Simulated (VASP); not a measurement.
# BN (P1) in VASP: a series of runs, part 2 of 2

VASP 6.6.1.

**4. Single point, PBEsol**

This run uses another cell than the first one, of 9.24 Å³/atom, 1.077 times its volume.

INCAR

```
ALGO     = Normal         # electronic algorithm
EDIFF    = 1E-6           # SCF threshold, eV
ENCUT    = 520            # plane-wave cutoff, eV
GGA      = PS             # functional
ISIF     = 2              # what is computed and relaxed
ISMEAR   = -1             # smearing method
LASPH    = True           # aspherical terms in the spheres
LCHARG   = False          # write CHGCAR
LREAL    = False          # projectors in reciprocal space
LWAVE    = False          # write WAVECAR
NBANDS   = 11             # bands
NELM     = 80             # most SCF steps
PREC     = Accurate       # precision mode
SIGMA    = 0.01           # smearing width, eV
```

KPOINTS

```
k-points
0
Gamma
  10 10 6
```

POSCAR

```
BN
1.0
    2.6045976199      0.0000000000      0.0000000000
   -1.2947079028      2.2600133264      0.0000000000
   -0.6549448585     -1.1300071824      3.1389042245
B N
1 1
Direct
    0.9796430000      0.9834990000      0.0018060000
    0.6685060000      0.3323850000      0.9849990000
```

Potentials or basis: VASP PAW PBE potentials, release 64 (B, N).

Run with:

```bash
cat potpaw_PBE.64/B/POTCAR potpaw_PBE.64/N/POTCAR > POTCAR
mpirun -np 1 vasp_std > vasp.out
```

OUTCAR:

```text
EDIFF = 1E-6
   ENCUT = 520
   GGA = PS
   ISIF = 2
   ISMEAR = -1
   LASPH = True
   LREAL = False
   NELM = 80
   PREC = Accurate

 ion  position               nearest neighbor table
   1  0.980  0.983  0.002-   2 1.45   2 1.49   2 1.58
   2  0.669  0.332  0.985-   1 1.45   1 1.49   1 1.58

  LATTYP: Found a face centered orthorhombic cell.
 ALAT       =     2.6121775029
 B/A-ratio  =     1.7253462546
 C/A-ratio  =     2.4032855509

  Lattice vectors:

 A1 = (  -1.9496527613,   1.1300061440,   3.1389042245)
 A2 = (   0.6549448586,   1.1300061440,   3.1389042245)
 A3 = (  -1.2947079028,   2.2600133264,   0.0000000000)

Analysis of symmetry for initial positions (statically):
=====================================================================
 Subroutine PRICEL returns:
 Original cell was already a primitive cell.

 Routine SETGRP: Setting up the symmetry group for a
 face centered orthorhombic supercell.

 Subroutine GETGRP returns: Found  1 space group operations
 (whereof  1 operations were pure point group operations)
 out of a pool of  8 trial point group operations.

The static configuration has the point symmetry C_1 .

Analysis of symmetry for dynamics (positions and initial velocities):
=====================================================================
 Subroutine PRICEL returns:
 Original cell was already a primitive cell.

 Routine SETGRP: Setting up the symmetry group for a
 face centered orthorhombic supercell.

 Subroutine GETGRP returns: Found  1 space group operations
 (whereof  1 operations were pure point group operations)
 out of a pool of  8 trial point group operations.

The dynamic configuration has the point symmetry C_1 .

 Subroutine INISYM returns: Found  1 space group operations
 (whereof  1 operations are pure point group operations),
 and found     1 'primitive' translations

[... 137 lines left out ...]
  volume/ion in A,a.u.               =       9.24        62.34
  Fermi-wavevector in a.u.,A,eV,Ry     =   1.238497  2.340420 20.869631  1.533875
  Thomas-Fermi vector in A             =   2.373020
   LORBIT       =      0    0 simple, 1 ext, 2 COOP (PROOUT), +10 PAW based schemes
   GGA     = PS    functional components
   LHFCALC =     F    Hartree Fock is set to
   AEXX    =    0.0000 exact exchange contribution
   IVDW    =     0    specifies the selected vdW correction
   LEPSILON=     F    determine dielectric tensor
   LRPA    =     F    only Hartree local field effects (RPA)
 non-spin polarized calculation
  energy-cutoff  :      520.00
  volume of cell :       18.48
 maximum number of plane-waves:       512
   NGX =  9   NGY =  9   NGZ = 13

 number of electron       8.0000000 magnetization

 Free energy of the ion-electron system (eV)
  ---------------------------------------------------
  ext. energy  EPLUGINS =         0.00000000
  ---------------------------------------------------
  free energy    TOTEN  =       -17.99426759 eV

  energy without entropy =      -17.99426759  energy(sigma->0) =      -17.99426759

 E-fermi :   2.7045     XC(G=0): -10.4239

 val. band max:        2.4526445916   @ k =   0.4000   0.4000   0.1667
 cond. band min:       5.2115375605   @ k =   0.5000   0.5000   0.5000
 fundamental gap:      2.7588929688
 Fermi energy:         2.7045432125

 k-point     1 :       0.0000    0.0000    0.0000
  band No.  band energies     occupation
      1     -15.0116      2.00000
      2      -0.9786      2.00000
      3       0.0006      2.00000
      4       1.5194      2.00000
      5       7.3488      0.00000
      6      11.7947      0.00000
      7      13.7653      0.00000
      8      14.0364      0.00000
      9      15.4790      0.00000
     10      25.7310      0.00000
     11      28.0522      0.00000
[... 309 lines left out ...]
 k-point    24 :      -0.3000    0.2000   -0.0000
  band No.  band energies     occupation
      1     -13.7885      2.00000
      2      -3.0618      2.00000
      3      -1.0529      2.00000
      4       0.2948      2.00000
      5       9.3902      0.00000
      6      11.2769      0.00000
      7      12.3694      0.00000
      8      16.5554      0.00000
      9      18.5903      0.00000
     10      21.2962      0.00000
     11      25.4458      0.00000

 [... further k-points ...]
[... 5 lines left out ...]
  --------------------------------------------------------------------------------------
  -------------------------------------------------------------------------------------
  Total       -4.3830567     -3.9096886      0.2800115     -0.1798747      0.0971590      0.0409820
  in kB     -380.0650796   -339.0182287     24.2804491    -15.5973519      8.4248817      3.5536415
  external PRESSURE =    -231.6009531 kB  Pullay stress =       0.0000000 kB

 VOLUME and BASIS-vectors are now :
 -----------------------------------------------------------------------------
  energy-cutoff  :      520.00
  volume of cell :       18.48
      direct lattice vectors                 reciprocal lattice vectors
     2.604597620  0.000000000  0.000000000     0.383936464  0.219948072  0.159291294
    -1.294707903  2.260013326  0.000000000     0.000000000  0.442475267  0.159291330
    -0.654944858 -1.130007182  3.138904225     0.000000000  0.000000000  0.318582514

 POSITION                                       TOTAL-FORCE (eV/Angst)
 -----------------------------------------------------------------------------------
      1.27705      2.22068      0.00567         1.249136      1.576070     -0.642300
      0.66573     -0.36186      3.09182        -1.249136     -1.576070      0.642300
 -----------------------------------------------------------------------------------
    total drift:                               -0.000031     -0.000158     -0.000068

  FREE ENERGIE OF THE ION-ELECTRON SYSTEM (eV)
  ---------------------------------------------------
  free  energy   TOTEN  =       -17.9942675907 eV

  energy  without entropy=      -17.9942675907  energy(sigma->0) =      -17.99426759
```

OSZICAR:

```text
N       E                     dE             d eps       ncg     rms          rms(c)
DAV:   1     0.111485839019E+02    0.11149E+02   -0.45903E+03  6840   0.684E+02
DAV:   2    -0.186079588496E+02   -0.29757E+02   -0.28618E+02  7928   0.154E+02
DAV:   3    -0.193522198773E+02   -0.74426E+00   -0.74313E+00  8227   0.224E+01
DAV:   4    -0.193542804497E+02   -0.20606E-02   -0.20605E-02  7213   0.130E+00
DAV:   5    -0.193542875017E+02   -0.70520E-05   -0.70521E-05  8218   0.691E-02    0.712E+00
DAV:   6    -0.181204955406E+02    0.12338E+01   -0.49027E+00  7791   0.116E+01    0.326E+00
DAV:   7    -0.180271455365E+02    0.93350E-01   -0.13817E-01  7976   0.302E+00    0.202E+00
DAV:   8    -0.179943213613E+02    0.32824E-01   -0.77591E-02  8011   0.174E+00    0.193E-01
DAV:   9    -0.179941367327E+02    0.18463E-03   -0.25610E-03  7279   0.382E-01    0.109E-01
DAV:  10    -0.179942580494E+02   -0.12132E-03   -0.29115E-04  7669   0.134E-01    0.195E-02
DAV:  11    -0.179942657094E+02   -0.76600E-05   -0.13767E-05  7632   0.277E-02    0.157E-02
DAV:  12    -0.179942675340E+02   -0.18246E-05   -0.38239E-06  7393   0.130E-02    0.935E-04
DAV:  13    -0.179942675907E+02   -0.56728E-07   -0.16902E-07  3794   0.347E-03
   1 F= -.17994268E+02 E0= -.17994268E+02  d E =-.201394E-13
```

stdout:

```text
POSCAR found type information on POSCAR B N
 POSCAR found :  2 types and       2 ions
 scaLAPACK will be used
 -----------------------------------------------------------------------------
|                                                                             |
|                                                                             |
[... 21 lines left out ...]
|     Results are often still useful ...                                      |
|                                                                             |
 -----------------------------------------------------------------------------

 POSCAR, INCAR and KPOINTS ok, starting setup
 FFT: planning ... GRIDC
 FFT: planning ... GRID_SOFT
 FFT: planning ... GRID
 WAVECAR not read
 entering main loop
```

Run time: 38 s. Hardware: 1 thread of AMD EPYC 7R13 (Zen 3), shared host; peak memory 0.14 GiB.

Results:

* Free energy: -17.9943 eV
* Pressure: -23.2 GPa
* Largest force: 2.111 eV/Å
* Band gap on the k mesh: 2.76 eV, indirect (least direct gap 4.26 eV)

Forces in eV/Å, atoms in the order of the input:
```
B    1.249  1.576 -0.642
N   -1.249 -1.576  0.642
```

Caveat: the PAW data sets were made with another functional, which shifts forces and pressure a little. PBEsol gaps usually lie below the measured ones, often by a third to a half.

**5. Overview**

| cell | gap on the mesh (eV) | pressure (GPa) | largest force (eV/Å) |
| --- | --- | --- | --- |
| a = 2.541, b = 2.541, c = 3.317 Å, angles 101.1, 101.1, 119.8°, 2 atoms | 2.73 | -8.0 | 2.51 |
| a = 2.573, b = 2.573, c = 3.359 Å, angles 101.1, 101.1, 119.8°, 2 atoms | 2.75 | -16.3 | 2.30 |
| a = 2.605, b = 2.605, c = 3.400 Å, angles 101.1, 101.1, 119.8°, 2 atoms | 2.76 | -23.2 | 2.11 |

Alike in all rows: task single point; level PBEsol; potentials or basis VASP PAW PBE potentials, release 64 (B, N); no spin polarisation; k mesh 10 × 10 × 6; cutoff (eV) 520; smearing fermi-dirac 0.01 eV.

Caveats: the PAW data sets were made with another functional, which shifts forces and pressure a little.

Absolute energies hang on the potentials; compare differences alone.
